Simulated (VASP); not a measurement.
# Mg7Te (Fm-3m) in VASP: notebook

Mg7Te is run at these levels: PBE; tasks: single point.

Program: VASP 6.6.1. These are calculated values, not measurements. Logs are shortened: lines on timing, memory, paths and dates and some standing lists are left out, and cuts for length are marked.

**1. The cell of the first run**

Symmetry: Fm-3m, No. 225, cubic system. The conventional cell has a = 9.085 Å, b = 9.085 Å, c = 9.085 Å, α = 90.00°, β = 90.00°, γ = 90.00°. Within 4.2 Å of Mg (site symmetry mmm) lie 10 Mg at 3.21 Å and 2 Te at 3.21 Å. Within 4.2 Å of Mg (site symmetry m-3m) lie 12 Mg at 3.21 Å. Te (site symmetry m-3m) has 12 Mg at 3.21 Å within 4.2 Å.

The cell was built from a structure type or drawn by symmetry, and may not be a known phase.

**2. Single point, PBE**

Contents of INCAR:

```
ALGO     = Normal         # electronic algorithm
EDIFF    = 1E-6           # SCF threshold, eV
ENCUT    = 600            # plane-wave cutoff, eV
GGA      = PE             # functional
GGA_COMPAT= False        
ISIF     = 2              # what is computed and relaxed
ISMEAR   = 0              # smearing method
LASPH    = True           # aspherical terms in the spheres
LCHARG   = True           # write CHGCAR
LELF     = True           # ELF
LREAL    = False          # projectors in reciprocal space
LVHAR    = True         
LWAVE    = False          # write WAVECAR
NBANDS   = 20             # bands
NELM     = 120            # most SCF steps
PREC     = Accurate       # precision mode
SIGMA    = 0.2            # smearing width, eV
```

Contents of KPOINTS:

```
k-points
0
Gamma
  3 3 3
```

Contents of POSCAR:

```
Mg7Te
1.0
    0.0000000000      4.5425793979      4.5425793979
    4.5425793979      0.0000000000      4.5425793979
    4.5425793979      4.5425793979      0.0000000000
Mg Te
7 1
Direct
    0.5000000000      0.0000000000      0.0000000000
    0.0000000000      0.5000000000      0.5000000000
    0.0000000000      0.5000000000      0.0000000000
    0.5000000000      0.0000000000      0.5000000000
    0.0000000000      0.0000000000      0.5000000000
    0.5000000000      0.5000000000      0.0000000000
    0.0000000000      0.0000000000      0.0000000000
    0.5000000000      0.5000000000      0.5000000000
```

Potentials or basis: VASP PAW PBE potentials, release 64 (Mg, Te).

Command:

```
cat potpaw_PBE.64/Mg/POTCAR potpaw_PBE.64/Te/POTCAR > POTCAR
mpirun -np 1 vasp_std > vasp.out
```

OUTCAR:

```text
EDIFF = 1E-6
   ENCUT = 600
   GGA = PE
   ISIF = 2
   ISMEAR = 0
   LASPH = True
   LREAL = False
   NELM = 120
   PREC = Accurate

 ion  position               nearest neighbor table
   1  0.500  0.000  0.000-   4 3.21   6 3.21   7 3.21   4 3.21   5 3.21   8 3.21   3 3.21   6 3.21
                             8 3.21   3 3.21   5 3.21   7 3.21
   2  0.000  0.500  0.500-   3 3.21   5 3.21   8 3.21   3 3.21   6 3.21   7 3.21   4 3.21   5 3.21
                             7 3.21   4 3.21   6 3.21   8 3.21
   3  0.000  0.500  0.000-   2 3.21   6 3.21   7 3.21   2 3.21   5 3.21   8 3.21   1 3.21   5 3.21
                             7 3.21   1 3.21   6 3.21   8 3.21
   4  0.500  0.000  0.500-   1 3.21   5 3.21   8 3.21   1 3.21   6 3.21   7 3.21   2 3.21   6 3.21
                             8 3.21   2 3.21   5 3.21   7 3.21
   5  0.000  0.000  0.500-   2 3.21   4 3.21   7 3.21   1 3.21   3 3.21   7 3.21   2 3.21   3 3.21
                             8 3.21   1 3.21   4 3.21   8 3.21
   6  0.500  0.500  0.000-   1 3.21   3 3.21   8 3.21   2 3.21   4 3.21   8 3.21   1 3.21   4 3.21
                             7 3.21   2 3.21   3 3.21   7 3.21
   7  0.000  0.000  0.000-   1 3.21   3 3.21   5 3.21   2 3.21   4 3.21   5 3.21   2 3.21   3 3.21
                             6 3.21   1 3.21   4 3.21   6 3.21
   8  0.500  0.500  0.500-   2 3.21   4 3.21   6 3.21   1 3.21   3 3.21   6 3.21   1 3.21   4 3.21
                             5 3.21   2 3.21   3 3.21   5 3.21

  LATTYP: Found a face centered cubic cell.
 ALAT       =     9.0851587958

  Lattice vectors:

 A1 = (   0.0000000000,   4.5425793979,   4.5425793979)
 A2 = (   4.5425793979,   0.0000000000,   4.5425793979)
 A3 = (   4.5425793979,   4.5425793979,   0.0000000000)

Analysis of symmetry for initial positions (statically):
=====================================================================
 Subroutine PRICEL returns:
 Original cell was already a primitive cell.

 Routine SETGRP: Setting up the symmetry group for a
 face centered cubic supercell.

 Subroutine GETGRP returns: Found 48 space group operations
 (whereof 48 operations were pure point group operations)
 out of a pool of 48 trial point group operations.

The static configuration has the point symmetry O_h .

Analysis of symmetry for dynamics (positions and initial velocities):
=====================================================================
 Subroutine PRICEL returns:
 Original cell was already a primitive cell.

 Routine SETGRP: Setting up the symmetry group for a
 face centered cubic supercell.

 Subroutine GETGRP returns: Found 48 space group operations
 (whereof 48 operations were pure point group operations)
 out of a pool of 48 trial point group operations.

The dynamic configuration has the point symmetry O_h .

 Subroutine INISYM returns: Found 48 space group operations
 (whereof 48 operations are pure point group operations),
 and found     1 'primitive' translations

----------------------------------------------------------------------------------------

                                     Primitive cell

  volume of cell :     187.4725

  direct lattice vectors                    reciprocal lattice vectors
     0.000000000  4.542579398  4.542579398    -0.110069623  0.110069623  0.110069623
     4.542579398  0.000000000  4.542579398     0.110069623 -0.110069623  0.110069623
     4.542579398  4.542579398  0.000000000     0.110069623  0.110069623 -0.110069623

  length of vectors
     6.424177393  6.424177393  6.424177393     0.190646179  0.190646179  0.190646179

  position of ions in fractional coordinates (direct lattice)
     0.500000000  0.000000000  0.000000000
     0.000000000  0.500000000  0.500000000
     0.000000000  0.500000000  0.000000000
     0.500000000  0.000000000  0.500000000
     0.000000000  0.000000000  0.500000000
     0.500000000  0.500000000  0.000000000
     0.000000000  0.000000000  0.000000000
     0.500000000  0.500000000  0.500000000

  ion indices of the primitive-cell ions
   primitive index   ion index
                 1           1
                 2           2
                 3           3
                 4           4
                 5           5
                 6           6
                 7           7
                 8           8

----------------------------------------------------------------------------------------

 KPOINTS: k-points

Automatic generation of k-mesh.
 Grid dimensions read from file:
 generate k-points for:    3    3    3

 Generating k-lattice:

  Cartesian coordinates                     Fractional coordinates (reciprocal lattice)
    -0.036689874  0.036689874  0.036689874     0.333333333  0.000000000  0.000000000
     0.036689874 -0.036689874  0.036689874     0.000000000  0.333333333  0.000000000
     0.036689874  0.036689874 -0.036689874     0.000000000  0.000000000  0.333333333

  Length of vectors
     0.063548726  0.063548726  0.063548726

  Shift w.r.t. Gamma in fractional coordinates (k-lattice)
     0.000000000  0.000000000  0.000000000

 Subroutine IBZKPT returns following result:
 ===========================================

 Found      4 irreducible k-points:

 Following reciprocal coordinates:
            Coordinates               Weight
  0.000000  0.000000  0.000000      1.000000
  0.333333  0.000000  0.000000      8.000000
  0.333333  0.333333  0.000000      6.000000
 -0.333333  0.333333  0.000000     12.000000
   k-points           NKPTS =      4   k-points in BZ     NKDIM =      4   number of bands    NBANDS=     20
   number of dos      NEDOS =    301   number of ions     NIONS =      8
   total plane-waves  NPLWV = 157464
   dimension x,y,z NGX =    54 NGY =   54 NGZ =   54
   dimension x,y,z NGXF=   108 NGYF=  108 NGZF=  108
   ions per type =               7   1
   NGX,Y,Z   is equivalent  to a cutoff of  13.97, 13.97, 13.97 a.u.
   NGXF,Y,Z  is equivalent  to a cutoff of  27.95, 27.95, 27.95 a.u.
 SYSTEM =  unknown system
   PREC   = accura    normal or accurate (medium, high low for compatibility)
   ISTART =      0    job   : 0-new  1-cont  2-samecut
   ICHARG =      2    charge: 1-file 2-atom 10-const
   ISPIN  =      1    spin polarized calculation?
   LNONCOLLINEAR =      F non collinear calculations
   LSORBIT =      F    spin-orbit coupling
   LASPH  =      T    aspherical Exc in radial PAW
   ENCUT  =  600.0 eV  44.10 Ry    6.64 a.u.  12.83 12.83 12.83*2*pi/ulx,y,z
   NELM   =    120;   NELMIN=  2; NELMDL= -5     # of ELM steps
   EDIFF  = 0.1E-05   stopping-criterion for ELM
   LREAL  =      F    real-space projection
   EDIFFG = 0.1E-04   stopping-criterion for IOM
   NSW    =      0    number of steps for IOM
   IBRION =     -1    ionic relax: 0-MD 1-quasi-New 2-CG
   NFREE  =      0    steps in history (QN), initial steepest desc. (CG)
   ISIF   =      2    stress and relaxation
   ISYM   =      2    0-nonsym 1-usesym 2-fastsym
   POTIM  = 0.5000    time-step for ionic-motion
   TEBEG  =    0.0;   TEEND  =   0.0 temperature during run
   PSTRESS=    0.0 pullay stress
   NELECT =      20.0000    total number of electrons
   NUPDOWN=      -1.0000    fix difference up-down
   EMIN   =  10.00;   EMAX   =-10.00  energy-range for DOS
   EFERMI =   0.00;   METHOD = LEGACY
   ISMEAR =     0;   SIGMA  =   0.20  broadening in eV -4-tet -1-fermi 0-gaus
   EFERMI_NEDOS =   21; number of points for ismear=-14 and -15
   IALGO  =     38    algorithm
   IMIX   =      4    mixing-type and parameters
     AMIX     =   0.40;   BMIX     =  1.00
     AMIX_MAG =   1.60;   BMIX_MAG =  1.00
  volume/ion in A,a.u.               =      23.43       158.14
  Fermi-wavevector in a.u.,A,eV,Ry     =   0.776436  1.467251  8.202310  0.602853
  Thomas-Fermi vector in A             =   1.878913
   LORBIT       =      0    0 simple, 1 ext, 2 COOP (PROOUT), +10 PAW based schemes
   GGA     = PE    functional components
   LHFCALC =     F    Hartree Fock is set to
   AEXX    =    0.0000 exact exchange contribution
   IVDW    =     0    specifies the selected vdW correction
   LEPSILON=     F    determine dielectric tensor
   LRPA    =     F    only Hartree local field effects (RPA)
 non-spin polarized calculation
 Gauss-broadening in eV      SIGMA  =   0.20
  energy-cutoff  :      600.00
  volume of cell :      187.47
 maximum number of plane-waves:      6295
 NGX is ok and might be reduce to    54
   NGX = 25   NGY = 25   NGZ = 25

 number of electron      20.0000000 magnetization

 Free energy of the ion-electron system (eV)
  ---------------------------------------------------
  ext. energy  EPLUGINS =         0.00000000
  ---------------------------------------------------
  free energy    TOTEN  =       -14.77366875 eV

  energy without entropy =      -14.70598367  energy(sigma->0) =      -14.73982621

 E-fermi :   3.6860     XC(G=0):  -8.7387

 val. band max:        3.6808629902   @ k =   0.0000   0.0000   0.0000
 cond. band min:       3.9516468803   @ k =  -0.3333   0.3333   0.0000
 fundamental gap:      0.2707838901
 Fermi energy:         3.6860361578

 k-point     1 :       0.0000    0.0000    0.0000
  band No.  band energies     occupation
      1      -8.2714      2.00000
      2      -1.9959      2.00000
      3      -0.4996      2.00000
      4      -0.4996      2.00000
      5      -0.4996      2.00000
      6       1.8527      2.00000
[... 12 lines left out ...]
     19       9.3034      0.00000
     20       9.3034      0.00000

 k-point     2 :       0.3333    0.0000    0.0000
  band No.  band energies     occupation
      1      -8.2117      2.00000
      2      -2.4084      2.00000
      3      -0.6389      2.00000
      4      -0.6389      2.00000
      5      -0.5110      2.00000
      6       1.3089      2.00000
[... 12 lines left out ...]
     19       8.6769      0.00000
     20       8.6769      0.00000

 k-point     3 :       0.3333    0.3333    0.0000
  band No.  band energies     occupation
      1      -8.1929      2.00000
      2      -2.2840      2.00000
      3      -1.0157      2.00000
      4      -1.0157      2.00000
      5      -0.2994      2.00000
      6       0.4336      2.00000
[... 12 lines left out ...]
     19       8.5201      0.00000
     20       8.8028      0.00000

 k-point     4 :      -0.3333    0.3333    0.0000
  band No.  band energies     occupation
      1      -8.1722      2.00000
      2      -2.0917      2.00000
      3      -1.8986      2.00000
      4      -0.9141      2.00000
      5      -0.0770      2.00000
      6       1.1334      2.00000
[... 12 lines left out ...]
     19       7.8794      0.00000
     20       7.9313      0.00000

------------------------ aborting loop because EDIFF is reached ----------------------------------------

  FORCE on cell =-STRESS in cart. coord.  units (eV):
  Direction    XX          YY          ZZ          XY          YZ          ZX
  --------------------------------------------------------------------------------------
  -------------------------------------------------------------------------------------
  Total        0.1610050      0.1610050      0.1610050     -0.0000000      0.0000000      0.0000000
  in kB        1.3759807      1.3759807      1.3759807     -0.0000000      0.0000000      0.0000000
  external PRESSURE =       1.3759807 kB  Pullay stress =       0.0000000 kB

 VOLUME and BASIS-vectors are now :
 -----------------------------------------------------------------------------
  energy-cutoff  :      600.00
  volume of cell :      187.47
      direct lattice vectors                 reciprocal lattice vectors
     0.000000000  4.542579398  4.542579398    -0.110069623  0.110069623  0.110069623
     4.542579398  0.000000000  4.542579398     0.110069623 -0.110069623  0.110069623
     4.542579398  4.542579398  0.000000000     0.110069623  0.110069623 -0.110069623

 POSITION                                       TOTAL-FORCE (eV/Angst)
 -----------------------------------------------------------------------------------
      0.00000      2.27129      2.27129         0.000000     -0.000000     -0.000000
      4.54258      2.27129      2.27129         0.000000     -0.000000     -0.000000
      2.27129      0.00000      2.27129        -0.000000      0.000000      0.000000
      2.27129      4.54258      2.27129        -0.000000      0.000000      0.000000
      2.27129      2.27129      0.00000         0.000000     -0.000000      0.000000
      2.27129      2.27129      4.54258        -0.000000      0.000000      0.000000
      0.00000      0.00000      0.00000         0.000000      0.000000      0.000000
      4.54258      4.54258      4.54258         0.000000      0.000000     -0.000000
 -----------------------------------------------------------------------------------
    total drift:                                0.000000      0.000000      0.000000

  FREE ENERGIE OF THE ION-ELECTRON SYSTEM (eV)
  ---------------------------------------------------
  free  energy   TOTEN  =       -14.7736687500 eV

  energy  without entropy=      -14.7059836666  energy(sigma->0) =      -14.73982621
```

Run time: 89 s. Hardware: 1 thread of Intel Xeon 8259CL, shared host; peak memory 0.38 GiB.

Results:

* Free energy: -14.7737 eV
* Pressure: 0.1 GPa
* Band gap on the k mesh: zero (bands 10 and 11 overlap by 1.78 eV)

Caveat: the k points lie up to 0.40 Å⁻¹ apart, too coarse for converged energies and pressures of a metal; spin-orbit coupling is left out, which moves the levels of the heavy elements.

**3. Single point, PBE**

This run uses another cell than the first one, of 45.04 Å³/atom.

Contents of INCAR:

```
SYSTEM = Mg7Te
PREC = Accurate
ENCUT = 600
EDIFF = 1E-6
ISMEAR = 0
SIGMA = 0.2
LREAL = .FALSE.
LASPH = .TRUE.
NELM = 120
ALGO = Normal
ISIF = 2
LWAVE = .FALSE.
LCHARG = .TRUE.
GGA = PE
LELF = .TRUE.
LVHAR = .TRUE.
NBANDS = 20
GGA_COMPAT = .FALSE.
```

Contents of KPOINTS:

```
Automatic mesh
0
G
  3 3 3
  0 0 0
```

Contents of POSCAR:

```
Mg7Te
1.0
    0.0000000000      5.6480446386      5.6480446386
    5.6480446386      0.0000000000      5.6480446386
    5.6480446386      5.6480446386      0.0000000000
Mg Te
7 1
Direct
    0.2429226953      0.7570773047      0.7570773047
    0.7570773047      0.2429226953      0.2429226953
    0.7570773047      0.2429226953      0.7570773047
    0.2429226953      0.7570773047      0.2429226953
    0.7570773047      0.7570773047      0.2429226953
    0.2429226953      0.2429226953      0.7570773047
    0.0000000000      0.0000000000      0.0000000000
    0.5000000000      0.5000000000      0.5000000000
```

Potentials or basis: VASP PAW PBE potentials, release 64 (Mg, Te).

Command:

```
cat potpaw_PBE.64/Mg/POTCAR potpaw_PBE.64/Te/POTCAR > POTCAR
mpirun -np 1 vasp_std > vasp.out
```

Run time: 2.7 min. Hardware: 1 thread of Intel Xeon 8259CL, shared host; peak memory 0.56 GiB.

Results (log left out):

- Free energy: -8.9282 eV
- Pressure: 0.2 GPa
- Largest force: 0.028 eV/Å
- Band gap on the k mesh: zero (bands 10 and 11 overlap by 0.77 eV)

Forces in eV/Å, atoms in the order of the input:
```
Mg   0.028  0.000  0.000
Mg  -0.028  0.000  0.000
Mg   0.000  0.028  0.000
Mg   0.000 -0.028  0.000
Mg   0.000  0.000  0.028
Mg   0.000  0.000 -0.028
Mg   0.000  0.000  0.000
Te   0.000  0.000  0.000
```

Levels at points of the mesh, in eV from the Fermi level:
```tsv
k point	band 8	band 9	band 10	band 11	band 12	band 13
(0.00, 0.00, 0.00)	-1.71	-0.75	-0.69	-0.69	-0.33	-0.33
```

Caveat: semilocal functionals underestimate gaps, so a narrow gap can read as zero; spin-orbit coupling is left out, which moves the levels of the heavy elements.
